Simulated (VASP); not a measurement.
# MgO (C2/m) in VASP: single point with LDA

Aim: the single point of MgO with LDA.

Program: VASP 6.6.1. These are calculated values, not measurements. Logs are shortened: lines on timing, memory, paths and dates and some standing lists are left out, and cuts for length are marked.

### Step 1. The cell of the first run

The structure is monoclinic, space group C2/m (No. 12). Conventional cell: a = 5.979 Å, b = 3.452 Å, c = 12.490 Å, α = 90.00°, β = 96.11°, γ = 90.00°. Mg (site symmetry m) has 5 O at 1.99 to 2.46 Å within 2.6 Å. Mg (site symmetry m) has 5 O at 1.99 to 2.07 Å within 2.6 Å. Within 2.6 Å of Mg (site symmetry m) lie 5 O at 1.99 to 2.07 Å. Within 2.6 Å of O (site symmetry m) lie 5 Mg at 1.99 to 2.46 Å and 1 O at 2.17 Å. Within 2.6 Å of O (site symmetry m) lie 5 Mg at 1.99 to 2.07 Å. O (site symmetry m) has 5 Mg at 1.99 to 2.07 Å within 2.6 Å.

### Step 2. Single point, LDA

The input, INCAR:

```
SYSTEM = MgO
ALGO = Normal
EDIFF = 1E-6
ENCUT = 600
GGA_COMPAT = .FALSE.
ISIF = 2
ISMEAR = 0
LASPH = .TRUE.
LCHARG = .FALSE.
LREAL = .FALSE.
LWAVE = .FALSE.
NBANDS = 36
NELM = 120
PREC = Accurate
SIGMA = 0.05
```

The input, KPOINTS:

```
k-points
0
G
  10 10 2
  0 0 0
```

The input, POSCAR:

```
MgO
1.0
   -3.4517839558      0.0000000000      0.0000000000
   -1.7258919779     -2.9893325941      0.0000000000
   -1.1505946519     -0.6642961320     12.4189476803
Mg O
6 6
Direct
    0.6481444444      0.6481444444      0.0833500000
    0.5740703704      0.5740703704      0.4166833333
    0.4999962963      0.4999962963      0.7500166667
    0.1296259259      0.1296259259      0.9166833333
    0.2777740741      0.2777740741      0.2500166667
    0.2037000000      0.2037000000      0.5833500000
    0.4629592593      0.4629592593      0.9166833333
    0.6111074074      0.6111074074      0.2500166667
    0.5370333333      0.5370333333      0.5833500000
    0.3148111111      0.3148111111      0.0833500000
    0.2407370370      0.2407370370      0.4166833333
    0.1666629630      0.1666629630      0.7500166667
```

Potentials or basis: VASP PAW LDA potentials, release 64 (Mg, O).

Run with:

```bash
$ cat potpaw_LDA.64/Mg/POTCAR potpaw_LDA.64/O/POTCAR > POTCAR
$ mpirun -np 1 vasp_std > vasp.out
```

OUTCAR:

```text
SYSTEM = MgO
   EDIFF = 1E-6
   ENCUT = 600
   ISIF = 2
   ISMEAR = 0
   LASPH = .TRUE.
   LREAL = .FALSE.
   NELM = 120
   PREC = Accurate

 ion  position               nearest neighbor table
   1  0.648  0.648  0.083-  10 1.99  10 1.99  10 1.99   8 2.07   7 2.46   4 2.72   4 2.72   5 2.87
                             5 2.87   5 2.87   4 3.37
   2  0.574  0.574  0.417-  11 1.99  11 1.99  11 1.99   8 2.07   9 2.07   5 2.87   5 2.87   5 2.87
                             6 2.87   6 2.87   6 2.87
   3  0.500  0.500  0.750-  12 1.99  12 1.99  12 1.99   7 2.07   9 2.07   4 2.87   4 2.87   4 2.87
                             6 2.87   6 2.87   6 2.87
   4  0.130  0.130  0.917-   7 1.99   7 1.99   7 1.99  12 2.07  10 2.46   1 2.72   1 2.72   3 2.87
                             3 2.87   3 2.87   1 3.37
   5  0.278  0.278  0.250-   8 1.99   8 1.99   8 1.99  11 2.07  10 2.07   2 2.87   2 2.87   2 2.87
                             1 2.87   1 2.87   1 2.87
   6  0.204  0.204  0.583-   9 1.99   9 1.99   9 1.99  12 2.07  11 2.07   2 2.87   2 2.87   3 2.87
                             3 2.87   3 2.87   2 2.87
   7  0.463  0.463  0.917-   4 1.99   4 1.99   4 1.99   3 2.07   1 2.46
   8  0.611  0.611  0.250-   5 1.99   5 1.99   5 1.99   2 2.07   1 2.07
   9  0.537  0.537  0.583-   6 1.99   6 1.99   6 1.99   3 2.07   2 2.07
  10  0.315  0.315  0.083-   1 1.99   1 1.99   1 1.99   5 2.07   4 2.46
  11  0.241  0.241  0.417-   2 1.99   2 1.99   2 1.99   5 2.07   6 2.07
  12  0.167  0.167  0.750-   3 1.99   3 1.99   3 1.99   4 2.07   6 2.07

  LATTYP: Found a base centered monoclinic cell.
 ALAT       =     5.9786651882
 B/A-ratio  =     0.5773502692
 C/A-ratio  =     2.0890637310
 COS(beta)  =    -0.1063740751

  Lattice vectors:

 A1 = (   3.4517839558,   0.0000000000,   0.0000000000)
 A2 = (   1.7258919779,   2.9893325941,   0.0000000000)
 A3 = (  -1.1505946519,  -0.6642961320,  12.4189476803)

Analysis of symmetry for initial positions (statically):
=====================================================================
 Subroutine PRICEL returns:
 Original cell was already a primitive cell.

 Routine SETGRP: Setting up the symmetry group for a
 base centered monoclinic supercell.

 Subroutine GETGRP returns: Found  4 space group operations
 (whereof  2 operations were pure point group operations)
 out of a pool of  4 trial point group operations.

The static configuration has the point symmetry C_1h.
 The point group associated with its full space group is C_2h.

Analysis of symmetry for dynamics (positions and initial velocities):
=====================================================================
 Subroutine PRICEL returns:
 Original cell was already a primitive cell.

 Routine SETGRP: Setting up the symmetry group for a
 base centered monoclinic supercell.

 Subroutine GETGRP returns: Found  4 space group operations
 (whereof  2 operations were pure point group operations)
 out of a pool of  4 trial point group operations.

The dynamic configuration has the point symmetry C_1h.
 The point group associated with its full space group is C_2h.

 Subroutine INISYM returns: Found  4 space group operations
 (whereof  2 operations are pure point group operations),
 and found     1 'primitive' translations

----------------------------------------------------------------------------------------

                                     Primitive cell

  volume of cell :     128.1453

  direct lattice vectors                    reciprocal lattice vectors
    -3.451783956  0.000000000  0.000000000    -0.289705269  0.167261415 -0.017893805
    -1.725891978 -2.989332594  0.000000000     0.000000000 -0.334522830 -0.017893805
    -1.150594652 -0.664296132 12.418947680     0.000000000  0.000000000  0.080522120

  length of vectors
     3.451783956  3.451783956 12.489812604     0.335001063  0.335001063  0.080522120

  position of ions in fractional coordinates (direct lattice)
     0.648144444  0.648144444  0.083350000
     0.574070370  0.574070370  0.416683333
     0.499996296  0.499996296  0.750016667
     0.129625926  0.129625926  0.916683333
     0.277774074  0.277774074  0.250016667
     0.203700000  0.203700000  0.583350000
     0.462959259  0.462959259  0.916683333
     0.611107407  0.611107407  0.250016667
     0.537033333  0.537033333  0.583350000
     0.314811111  0.314811111  0.083350000
     0.240737037  0.240737037  0.416683333
[... 28 lines left out ...]
    -0.028970527  0.016726142 -0.001789380     0.100000000 -0.000000000 -0.000000000
     0.000000000 -0.033452283 -0.001789380     0.000000000  0.100000000  0.000000000
     0.000000000  0.000000000  0.040261060     0.000000000  0.000000000  0.500000000

  Length of vectors
     0.033500106  0.033500106  0.040261060

  Shift w.r.t. Gamma in fractional coordinates (k-lattice)
     0.000000000  0.000000000  0.000000000

 Subroutine IBZKPT returns following result:
 ===========================================

 Found     62 irreducible k-points:

 Following reciprocal coordinates:
            Coordinates               Weight
  0.000000  0.000000  0.000000      1.000000
  0.100000  0.000000  0.000000      4.000000
  0.200000  0.000000  0.000000      4.000000
  0.300000  0.000000  0.000000      4.000000
  0.400000  0.000000  0.000000      4.000000
  0.500000  0.000000  0.000000      2.000000
[... 16 lines left out ...]
  0.300000  0.300000 -0.000000      2.000000
  0.400000  0.300000  0.000000      4.000000
 [... further k-points ...]
   k-points           NKPTS =     62   k-points in BZ     NKDIM =     62   number of bands    NBANDS=     36
   number of dos      NEDOS =    301   number of ions     NIONS =     12
   total plane-waves  NPLWV =  78400
   dimension x,y,z NGX =    28 NGY =   28 NGZ =  100
   dimension x,y,z NGXF=    56 NGYF=   56 NGZF=  200
   ions per type =               6   6
   NGX,Y,Z   is equivalent  to a cutoff of  13.49, 13.49, 13.31 a.u.
   NGXF,Y,Z  is equivalent  to a cutoff of  26.97, 26.97, 26.62 a.u.
 SYSTEM =  MgO
   PREC   = accura    normal or accurate (medium, high low for compatibility)
   ISTART =      0    job   : 0-new  1-cont  2-samecut
   ICHARG =      2    charge: 1-file 2-atom 10-const
   ISPIN  =      1    spin polarized calculation?
   LNONCOLLINEAR =      F non collinear calculations
   LSORBIT =      F    spin-orbit coupling
   LASPH  =      T    aspherical Exc in radial PAW
   ENCUT  =  600.0 eV  44.10 Ry    6.64 a.u.   6.89  6.89 24.95*2*pi/ulx,y,z
   NELM   =    120;   NELMIN=  2; NELMDL= -5     # of ELM steps
   EDIFF  = 0.1E-05   stopping-criterion for ELM
   LREAL  =      F    real-space projection
   EDIFFG = 0.1E-04   stopping-criterion for IOM
   NSW    =      0    number of steps for IOM
   IBRION =     -1    ionic relax: 0-MD 1-quasi-New 2-CG
   NFREE  =      0    steps in history (QN), initial steepest desc. (CG)
   ISIF   =      2    stress and relaxation
   ISYM   =      2    0-nonsym 1-usesym 2-fastsym
   POTIM  = 0.5000    time-step for ionic-motion
   TEBEG  =    0.0;   TEEND  =   0.0 temperature during run
   PSTRESS=    0.0 pullay stress
   NELECT =      48.0000    total number of electrons
   NUPDOWN=      -1.0000    fix difference up-down
   EMIN   =  10.00;   EMAX   =-10.00  energy-range for DOS
   EFERMI =   0.00;   METHOD = LEGACY
   ISMEAR =     0;   SIGMA  =   0.05  broadening in eV -4-tet -1-fermi 0-gaus
   EFERMI_NEDOS =   21; number of points for ismear=-14 and -15
   IALGO  =     38    algorithm
   IMIX   =      4    mixing-type and parameters
     AMIX     =   0.40;   BMIX     =  1.00
     AMIX_MAG =   1.60;   BMIX_MAG =  1.00
  volume/ion in A,a.u.               =      10.68        72.06
  Fermi-wavevector in a.u.,A,eV,Ry     =   1.180106  2.230077 18.948157  1.392650
  Thomas-Fermi vector in A             =   2.316405
   LORBIT       =      0    0 simple, 1 ext, 2 COOP (PROOUT), +10 PAW based schemes
   GGA     = CA    functional components
   LHFCALC =     F    Hartree Fock is set to
   AEXX    =    0.0000 exact exchange contribution
   IVDW    =     0    specifies the selected vdW correction
   LEPSILON=     F    determine dielectric tensor
   LRPA    =     F    only Hartree local field effects (RPA)
 non-spin polarized calculation
 Gauss-broadening in eV      SIGMA  =   0.05
  energy-cutoff  :      600.00
  volume of cell :      128.15
 maximum number of plane-waves:      4295
   NGX = 13   NGY = 13   NGZ = 49

 number of electron      48.0000001 magnetization

 Free energy of the ion-electron system (eV)
  ---------------------------------------------------
  ext. energy  EPLUGINS =         0.00000000
  ---------------------------------------------------
  free energy    TOTEN  =       -77.25509350 eV

  energy without entropy =      -77.25509350  energy(sigma->0) =      -77.25509350

 E-fermi :   3.0709     XC(G=0): -10.7527

 val. band max:        2.8689976999   @ k =   0.0000   0.0000   0.0000
 cond. band min:       4.7476736225   @ k =   0.0000   0.0000   0.0000
 fundamental gap:      1.8786759226
 Fermi energy:         3.0708630887

 k-point     1 :       0.0000    0.0000    0.0000
  band No.  band energies     occupation
      1     -14.8623      2.00000
      2     -14.4747      2.00000
      3     -14.3662      2.00000
      4     -13.6425      2.00000
      5     -13.5093      2.00000
      6     -13.0746      2.00000
[... 925 lines left out ...]
     35      14.2252      0.00000
     36      14.4070      0.00000

 [... further k-points ...]

------------------------ aborting loop because EDIFF is reached ----------------------------------------

  FORCE on cell =-STRESS in cart. coord.  units (eV):
  Direction    XX          YY          ZZ          XY          YZ          ZX
  --------------------------------------------------------------------------------------
  -------------------------------------------------------------------------------------
  Total       -4.6257679     -3.2675959      6.5900636     -1.1762115      2.6817663      4.6449555
  in kB      -57.8351388    -40.8541596     82.3943725    -14.7059594     33.5296385     58.0750375
  external PRESSURE =      -5.4316420 kB  Pullay stress =       0.0000000 kB

 VOLUME and BASIS-vectors are now :
 -----------------------------------------------------------------------------
  energy-cutoff  :      600.00
  volume of cell :      128.15
      direct lattice vectors                 reciprocal lattice vectors
    -3.451783956  0.000000000  0.000000000    -0.289705269  0.167261415 -0.017893805
    -1.725891978 -2.989332594  0.000000000     0.000000000 -0.334522830 -0.017893805
    -1.150594652 -0.664296132 12.418947680     0.000000000  0.000000000  0.080522120

 POSITION                                       TOTAL-FORCE (eV/Angst)
 -----------------------------------------------------------------------------------
     -3.45178     -1.99289      1.03512         0.185478      0.107086      1.318281
     -3.45178     -1.99289      5.17477         0.001659      0.000958      0.003737
     -3.45178     -1.99289      9.31442        -0.053261     -0.030750     -0.102427
     -1.72589     -0.99644     11.38424        -0.185478     -0.107086     -1.318281
     -1.72589     -0.99644      3.10494         0.053261      0.030750      0.102427
     -1.72589     -0.99644      7.24459        -0.001659     -0.000958     -0.003737
     -3.45178     -1.99289     11.38424        -1.750764     -1.010804     -2.361466
     -3.45178     -1.99289      3.10494         0.047782      0.027587     -0.020874
     -3.45178     -1.99289      7.24459         0.000573      0.000331     -0.003331
     -1.72589     -0.99644      1.03512         1.750764      1.010804      2.361466
     -1.72589     -0.99644      5.17477        -0.000573     -0.000331      0.003331
     -1.72589     -0.99644      9.31442        -0.047782     -0.027587      0.020874
 -----------------------------------------------------------------------------------
    total drift:                                0.000039      0.000023      0.000006

  FREE ENERGIE OF THE ION-ELECTRON SYSTEM (eV)
  ---------------------------------------------------
  free  energy   TOTEN  =       -77.2550934964 eV

  energy  without entropy=      -77.2550934963  energy(sigma->0) =      -77.25509350
```

Wall time 2.8 min (1 thread of Intel Xeon 6975P-C (Granite Rapids), shared host); peak memory 0.39 GiB.

Results:

| Item | Value |
| --- | --- |
| Free energy | -77.2551 eV |
| Pressure | -0.5 GPa |
| Largest force | 3.109 eV/Å |
| Band gap on the k mesh | 1.88 eV |

Forces in eV/Å, atoms in the order of the input:
```
Mg   0.185  0.107  1.318
Mg   0.002  0.001  0.004
Mg  -0.053 -0.031 -0.102
Mg  -0.185 -0.107 -1.318
Mg   0.053  0.031  0.102
Mg  -0.002 -0.001 -0.004
O   -1.751 -1.011 -2.361
O    0.048  0.028 -0.021
O    0.001  0.000 -0.003
O    1.751  1.011  2.361
O   -0.001  0.000  0.003
O   -0.048 -0.028  0.021
```

Levels at points of the mesh, in eV from the valence-band top:
```tsv
k point	band 22	band 23	band 24	band 25	band 26	band 27
(0.00, 0.00, 0.00)	-1.70	-1.70	0.00	1.88	3.66	4.28
(0.50, 0.00, 0.00)	-1.55	-1.53	-0.11	4.89	5.78	6.11
(0.50, 0.50, 0.00)	-1.58	-1.39	-0.16	4.87	6.09	6.16
(0.00, 0.00, 0.50)	-1.65	-1.40	-0.21	2.09	3.22	5.03
(0.50, 0.00, 0.50)	-1.66	-1.48	-0.13	4.89	5.78	6.16
(0.50, 0.50, 0.50)	-1.57	-1.54	-0.18	4.87	6.07	6.16
```

Caveat: forces of over 1 eV/Å act on the atoms, so gaps and moduli don't describe the material at rest. A k mesh can miss the band edges.
